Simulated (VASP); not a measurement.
# Cu (Fm-3m) in VASP: notebook

The runs below take Cu through relaxation of cell and atoms, single point, with PBE.

Everything below comes from runs of VASP 6.6.1. Logs are shortened: lines on timing, memory, paths and dates and some standing lists are left out, and cuts for length are marked.

**1. The cell of the first run**

The structure is cubic, space group Fm-3m (No. 225). The conventional cell has a = 3.653 Å, b = 3.653 Å, c = 3.653 Å, α = 90.00°, β = 90.00°, γ = 90.00°. Within 3.4 Å of Cu (site symmetry m-3m) lie 12 Cu at 2.58 Å.

**2. Relaxation of cell and atoms, PBE, target pressure -2 GPa, at which the enthalpy is minimised**

The input, INCAR:

```
SYSTEM = Cu
  PREC = Accurate
  ENCUT = 600
  EDIFF = 1E-7
  ISMEAR = 0
  SIGMA = 0.1
  LREAL = .False.
  LASPH = .True.
  NELM = 60
  ALGO = Normal
  ISIF = 3
  LWAVE = .False.
  LCHARG = .False.
  GGA = PE
  IBRION = 2
  NSW = 70
  EDIFFG = -0.008
  PSTRESS = -20.0
```

The input, KPOINTS:

```
regular mesh
0
Gamma
  20 20 20
  0 0 0
```

The input, POSCAR:

```
Cu
1.0
    0.0000000000      1.8265683477      1.8265683477
    1.8265683477      0.0000000000      1.8265683477
    1.8265683477      1.8265683477      0.0000000000
Cu
1
Direct
    0.0000000000      0.0000000000      0.0000000000
```

Potentials or basis: VASP PAW PBE potentials, release 64 (Cu).

Started as:

```bash
$ cat potpaw_PBE.64/Cu/POTCAR > POTCAR
$ mpirun -np 1 vasp_std > vasp.out
```

OUTCAR:

```text
SYSTEM = Cu
   PREC = Accurate
   ENCUT = 600
   EDIFF = 1E-7
   ISMEAR = 0
   LREAL = .False.
   LASPH = .True.
   NELM = 60
   ISIF = 3
   GGA = PE
   IBRION = 2
   NSW = 70
   EDIFFG = -0.008
   PSTRESS = -20.0

 ion  position               nearest neighbor table
   1  0.000  0.000  0.000-

  LATTYP: Found a face centered cubic cell.
 ALAT       =     3.6531366954

  Lattice vectors:

 A1 = (   0.0000000000,   1.8265683477,   1.8265683477)
 A2 = (   1.8265683477,   0.0000000000,   1.8265683477)
 A3 = (   1.8265683477,   1.8265683477,   0.0000000000)

Analysis of symmetry for initial positions (statically):
=====================================================================
 Subroutine PRICEL returns:
 Original cell was already a primitive cell.

 Routine SETGRP: Setting up the symmetry group for a
 face centered cubic supercell.

 Subroutine GETGRP returns: Found 48 space group operations
 (whereof 48 operations were pure point group operations)
 out of a pool of 48 trial point group operations.

The static configuration has the point symmetry O_h .

Analysis of symmetry for dynamics (positions and initial velocities):
=====================================================================
 Subroutine PRICEL returns:
 Original cell was already a primitive cell.

 Routine SETGRP: Setting up the symmetry group for a
 face centered cubic supercell.

 Subroutine GETGRP returns: Found 48 space group operations
 (whereof 48 operations were pure point group operations)
 out of a pool of 48 trial point group operations.

The dynamic configuration has the point symmetry O_h .

 Subroutine INISYM returns: Found 48 space group operations
 (whereof 48 operations are pure point group operations),
 and found     1 'primitive' translations

----------------------------------------------------------------------------------------

                                     Primitive cell

  volume of cell :      12.1881

  direct lattice vectors                    reciprocal lattice vectors
     0.000000000  1.826568348  1.826568348    -0.273737361  0.273737361  0.273737361
     1.826568348  0.000000000  1.826568348     0.273737361 -0.273737361  0.273737361
     1.826568348  1.826568348  0.000000000     0.273737361  0.273737361 -0.273737361

  length of vectors
     2.583157730  2.583157730  2.583157730     0.474127018  0.474127018  0.474127018

  position of ions in fractional coordinates (direct lattice)
     0.000000000  0.000000000  0.000000000

  ion indices of the primitive-cell ions
   primitive index   ion index
                 1           1

----------------------------------------------------------------------------------------

 KPOINTS: regular mesh

Automatic generation of k-mesh.
 Grid dimensions read from file:
 generate k-points for:   20   20   20

 Generating k-lattice:

  Cartesian coordinates                     Fractional coordinates (reciprocal lattice)
    -0.013686868  0.013686868  0.013686868     0.050000000  0.000000000  0.000000000
     0.013686868 -0.013686868  0.013686868     0.000000000  0.050000000  0.000000000
     0.013686868  0.013686868 -0.013686868     0.000000000  0.000000000  0.050000000

  Length of vectors
     0.023706351  0.023706351  0.023706351

  Shift w.r.t. Gamma in fractional coordinates (k-lattice)
     0.000000000  0.000000000  0.000000000

 Subroutine IBZKPT returns following result:
 ===========================================

 Found    256 irreducible k-points:

 Following reciprocal coordinates:
            Coordinates               Weight
  0.000000  0.000000  0.000000      1.000000
  0.050000  0.000000  0.000000      8.000000
  0.100000  0.000000  0.000000      8.000000
  0.150000  0.000000  0.000000      8.000000
  0.200000  0.000000  0.000000      8.000000
  0.250000  0.000000  0.000000      8.000000
[... 16 lines left out ...]
 -0.400000  0.050000  0.000000     24.000000
 -0.350000  0.050000  0.000000     24.000000
 [... further k-points ...]
   k-points           NKPTS =    256   k-points in BZ     NKDIM =    256   number of bands    NBANDS=      9
   number of dos      NEDOS =    301   number of ions     NIONS =      1
   total plane-waves  NPLWV =  13824
   dimension x,y,z NGX =    24 NGY =   24 NGZ =   24
   dimension x,y,z NGXF=    48 NGYF=   48 NGZF=   48
   ions per type =               1
   NGX,Y,Z   is equivalent  to a cutoff of  15.45, 15.45, 15.45 a.u.
   NGXF,Y,Z  is equivalent  to a cutoff of  30.89, 30.89, 30.89 a.u.
 SYSTEM =  Cu
   PREC   = accura    normal or accurate (medium, high low for compatibility)
   ISTART =      0    job   : 0-new  1-cont  2-samecut
   ICHARG =      2    charge: 1-file 2-atom 10-const
   ISPIN  =      1    spin polarized calculation?
   LNONCOLLINEAR =      F non collinear calculations
   LSORBIT =      F    spin-orbit coupling
   LASPH  =      T    aspherical Exc in radial PAW
   ENCUT  =  600.0 eV  44.10 Ry    6.64 a.u.   5.16  5.16  5.16*2*pi/ulx,y,z
   NELM   =     60;   NELMIN=  2; NELMDL= -5     # of ELM steps
   EDIFF  = 0.1E-06   stopping-criterion for ELM
   LREAL  =      F    real-space projection
   EDIFFG = -.8E-02   stopping-criterion for IOM
   NSW    =     70    number of steps for IOM
   IBRION =      2    ionic relax: 0-MD 1-quasi-New 2-CG
   NFREE  =      1    steps in history (QN), initial steepest desc. (CG)
   ISIF   =      3    stress and relaxation
   ISYM   =      2    0-nonsym 1-usesym 2-fastsym
   POTIM  = 0.5000    time-step for ionic-motion
   TEBEG  =    0.0;   TEEND  =   0.0 temperature during run
   PSTRESS=  -20.0 pullay stress
   NELECT =      11.0000    total number of electrons
   NUPDOWN=      -1.0000    fix difference up-down
   EMIN   =  10.00;   EMAX   =-10.00  energy-range for DOS
   EFERMI =   0.00;   METHOD = LEGACY
   ISMEAR =     0;   SIGMA  =   0.10  broadening in eV -4-tet -1-fermi 0-gaus
   EFERMI_NEDOS =   21; number of points for ismear=-14 and -15
   IALGO  =     38    algorithm
   IMIX   =      4    mixing-type and parameters
     AMIX     =   0.40;   BMIX     =  1.00
     AMIX_MAG =   1.60;   BMIX_MAG =  1.00
  volume/ion in A,a.u.               =      12.19        82.25
  Fermi-wavevector in a.u.,A,eV,Ry     =   1.582073  2.989684 34.054762  2.502954
  Thomas-Fermi vector in A             =   2.682052
   LORBIT       =      0    0 simple, 1 ext, 2 COOP (PROOUT), +10 PAW based schemes
   GGA     = PE    functional components
   LHFCALC =     F    Hartree Fock is set to
   AEXX    =    0.0000 exact exchange contribution
   IVDW    =     0    specifies the selected vdW correction
   LEPSILON=     F    determine dielectric tensor
   LRPA    =     F    only Hartree local field effects (RPA)
 conjugate gradient relaxation of ions
 non-spin polarized calculation
 Gauss-broadening in eV      SIGMA  =   0.10
  energy-cutoff  :      600.00
  volume of cell :       12.19
 maximum number of plane-waves:       419
 NGX is ok and might be reduce to    24
   NGX = 11   NGY = 11   NGZ = 11

 number of electron      11.0000000 magnetization

 Free energy of the ion-electron system (eV)
  ---------------------------------------------------
  ext. energy  EPLUGINS =         0.00000000
  ---------------------------------------------------
  free energy    TOTEN  =        -3.72844705 eV

  energy without entropy =       -3.72708610  energy(sigma->0) =       -3.72776658

 E-fermi :   7.1759     XC(G=0): -12.5439

 val. band max:        7.1491103805   @ k =   0.5000   0.2500   0.1000
 cond. band min:       7.2131144905   @ k =   0.5000   0.3500   0.1500
 fundamental gap:      0.0640041099
 Fermi energy:         7.1758822268

 k-point     1 :       0.0000    0.0000    0.0000
  band No.  band energies     occupation
      1      -1.9124      2.00000
      2       4.2712      2.00000
      3       4.2712      2.00000
      4       4.2712      2.00000
      5       5.0540      2.00000
      6       5.0540      2.00000
      7      29.5427      0.00000
      8      31.9445      0.00000
      9      31.9445      0.00000

 k-point     2 :       0.0500    0.0000    0.0000
  band No.  band energies     occupation
      1      -1.8232      2.00000
      2       4.2528      2.00000
      3       4.2879      2.00000
      4       4.2879      2.00000
      5       5.0474      2.00000
      6       5.0474      2.00000
      7      29.0125      0.00000
      8      30.7699      0.00000
      9      31.6412      0.00000

 k-point     3 :       0.1000    0.0000    0.0000
  band No.  band energies     occupation
      1      -1.5580      2.00000
      2       4.2017      2.00000
      3       4.3325      2.00000
      4       4.3325      2.00000
      5       5.0326      2.00000
      6       5.0326      2.00000
      7      26.9310      0.00000
      8      30.2054      0.00000
      9      31.0535      0.00000

 k-point     4 :       0.1500    0.0000    0.0000
  band No.  band energies     occupation
      1      -1.1245      2.00000
      2       4.1307      2.00000
      3       4.3875      2.00000
      4       4.3875      2.00000
      5       5.0259      2.00000
      6       5.0259      2.00000
      7      24.3807      0.00000
      8      29.9921      0.00000
      9      30.4654      0.00000

 k-point     5 :       0.2000    0.0000    0.0000
  band No.  band energies     occupation
      1      -0.5387      2.00000
      2       4.0622      2.00000
      3       4.4240      2.00000
      4       4.4240      2.00000
      5       5.0537      2.00000
      6       5.0537      2.00000
      7      21.8372      0.00000
      8      29.7321      0.00000
      9      29.9556      0.00000

 k-point     6 :       0.2500    0.0000    0.0000
  band No.  band energies     occupation
      1       0.1668      2.00000
      2       4.0336      2.00000
      3       4.4201      2.00000
      4       4.4201      2.00000
      5       5.1336      2.00000
      6       5.1336      2.00000
      7      19.3866      0.00000
      8      29.3861      0.00000
      9      29.5432      0.00000
[... 169 lines left out ...]
 k-point    21 :       0.5000    0.0500    0.0000
  band No.  band energies     occupation
      1       2.3430      2.00000
      2       4.2111      2.00000
      3       4.2696      2.00000
      4       5.2818      2.00000
      5       5.5975      2.00000
      6       6.6182      2.00000
      7      10.9076      0.00000
      8      27.2394      0.00000
      9      28.0626      0.00000

 k-point    22 :      -0.4500    0.0500    0.0000
  band No.  band energies     occupation
      1       2.3262      2.00000
      2       4.2186      2.00000
      3       4.2701      2.00000
      4       5.2668      2.00000
      5       5.5625      2.00000
      6       6.4880      2.00000
      7      11.1437      0.00000
      8      26.9184      0.00000
      9      28.3825      0.00000

 k-point    23 :      -0.4000    0.0500    0.0000
  band No.  band energies     occupation
      1       2.1864      2.00000
      2       4.2492      2.00000
      3       4.2930      2.00000
      4       4.9841      2.00000
      5       5.4780      2.00000
      6       5.9442      2.00000
      7      12.4724      0.00000
      8      26.7056      0.00000
      9      28.6353      0.00000

 k-point    24 :      -0.3500    0.0500    0.0000
  band No.  band energies     occupation
      1       1.8379      2.00000
      2       4.2971      2.00000
      3       4.3349      2.00000
      4       4.4752      2.00000
      5       5.3553      2.00000
      6       5.6279      2.00000
      7      14.2997      0.00000
      8      26.6323      0.00000
      9      29.0447      0.00000

 [... further k-points ...]
[... 5 lines left out ...]
  --------------------------------------------------------------------------------------
  -------------------------------------------------------------------------------------
  Total       -0.1504224     -0.1504224     -0.1504224      0.0000000      0.0000000      0.0000000
  in kB      -19.7735776    -19.7735776    -19.7735776      0.0000000      0.0000000      0.0000000
  external PRESSURE =       0.2264224 kB  Pullay stress =     -20.0000000 kB

 VOLUME and BASIS-vectors are now :
 -----------------------------------------------------------------------------
  energy-cutoff  :      600.00
  volume of cell :       12.19
      direct lattice vectors                 reciprocal lattice vectors
     0.000000000  1.826568348  1.826568348    -0.273737361  0.273737361  0.273737361
     1.826568348  0.000000000  1.826568348     0.273737361 -0.273737361  0.273737361
     1.826568348  1.826568348  0.000000000     0.273737361  0.273737361 -0.273737361

 POSITION                                       TOTAL-FORCE (eV/Angst)
 -----------------------------------------------------------------------------------
      0.00000      0.00000      0.00000        -0.000000     -0.000000     -0.000000
 -----------------------------------------------------------------------------------
    total drift:                               -0.000000      0.000000     -0.000000

  FREE ENERGIE OF THE ION-ELECTRON SYSTEM (eV)
  ---------------------------------------------------
  free  energy   TOTEN  =        -3.7284470500 eV

  energy  without entropy=       -3.7270861025  energy(sigma->0) =       -3.72776658

  enthalpy is  TOTEN    =        -3.8805918773 eV   P V=       -0.1521448273

 reached required accuracy - stopping structural energy minimisation
```

Run time: 11 s. Hardware: 1 thread of Intel Xeon 6975P-C (Granite Rapids), shared host; peak memory 0.16 GiB.

Results:

```yaml
Free_energy: -3.7284 eV
Pressure_after_relaxing: -2.0 GPa
```

Final structure:
```cif
data_structure
_symmetry_space_group_name_H-M 'P 1'
_symmetry_Int_Tables_number 1
_cell_length_a 2.5832
_cell_length_b 2.5832
_cell_length_c 2.5832
_cell_angle_alpha 60.000
_cell_angle_beta 60.000
_cell_angle_gamma 60.000
_cell_volume 12.19
loop_
_atom_site_label
_atom_site_type_symbol
_atom_site_fract_x
_atom_site_fract_y
_atom_site_fract_z
_atom_site_occupancy
Cu1 Cu 0.00000 0.00000 0.00000 1
```

Caveat: the relaxation stopped at its first step, so nothing moved; the cell is relaxed towards a set pressure, so the enthalpy falls and the energy may rise.

(Part 1 of 2 ends here.)
